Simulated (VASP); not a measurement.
A run of VASP 6.6.1:

INCAR

```
  ALGO = Normal
  EDIFF = 1E-6
  ENCUT = 520
  GGA = PE
  ISIF = 2
  ISMEAR = -1
  LASPH = True
  LCHARG = False
  LREAL = Auto
  LWAVE = False
  NBANDS = 72
  NELM = 80
  PREC = Accurate
  SIGMA = 0.05
```

KPOINTS

```
k-points
0
Gamma
  2 2 2
```

POSCAR

```
Al32As
1.0
    8.1000000000      0.0000000000      0.0000000000
    0.0000000000      8.1000000000      0.0000000000
    0.0000000000      0.0000000000      8.1000000000
Al As
32 1
Direct
    0.4935802469     -0.0074320988      0.0003086420
    0.7399876543      0.2416419753     -0.0044320988
    0.7588518519      0.0087283951      0.2560000000
    0.0020987654     -0.0071728395     -0.0079135802
    0.2734444444      0.2394814815     -0.0109753086
    0.4952716049      0.5036419753     -0.0688148148
    0.7617407407      0.7500123457      0.0074074074
    0.2310617284      0.0104938272      0.2330617284
    0.4801358025      0.1902962963      0.2514691358
    0.8086296296      0.5011728395      0.2585679012
    0.5047283951     -0.0071481481      0.5349753086
    0.7541851852      0.2510493827      0.5031975309
    0.7581481481     -0.0161604938      0.7488024691
    0.0104074074      0.4765802469     -0.0043209877
    0.2538024691      0.7476790123     -0.0000740741
    0.0032222222      0.2519259259      0.2411728395
    0.1992839506      0.4977901235      0.2514567901
    0.5006419753      0.8159753086      0.2486419753
    0.0022592593      0.0112345679      0.4956049383
    0.2535679012      0.2436666667      0.5047777778
    0.4913209877      0.4953950617      0.5536419753
    0.7476666667      0.7552345679      0.5079012346
    0.2440617284      0.0009012346      0.7707901235
    0.5051851852      0.2401975309      0.7552716049
    0.7625555556      0.5022098765      0.7542592593
    0.0012345679      0.7602839506      0.2602716049
    0.0139259259      0.5068024691      0.5192345679
    0.2599506173      0.7582592593      0.5164320988
   -0.0136913580      0.2439135802      0.7479506173
    0.2368271605      0.4930617284      0.7461975309
    0.5061851852      0.7502222222      0.7510123457
   -0.0050740741      0.7439382716      0.7386666667
    0.5041358025      0.5015679012      0.2561481481
```

Potentials or basis: VASP PAW PBE potentials, release 64 (Al, As).

Run with:

```console
$ cat potpaw_PBE.64/Al/POTCAR potpaw_PBE.64/As/POTCAR > POTCAR
$ mpirun -np 1 vasp_std > vasp.out
```

Hardware: 1 thread of AMD EPYC 9R45 96-Core Processor (Zen 5) (shared host).

Estimate the wall time of this run.

Run time: 2.6 min on 1 thread of AMD EPYC 9R45 96-Core Processor (Zen 5), with other jobs on the host, peak memory 0.54 GiB. Counts: scf iterations 14, k points 8.
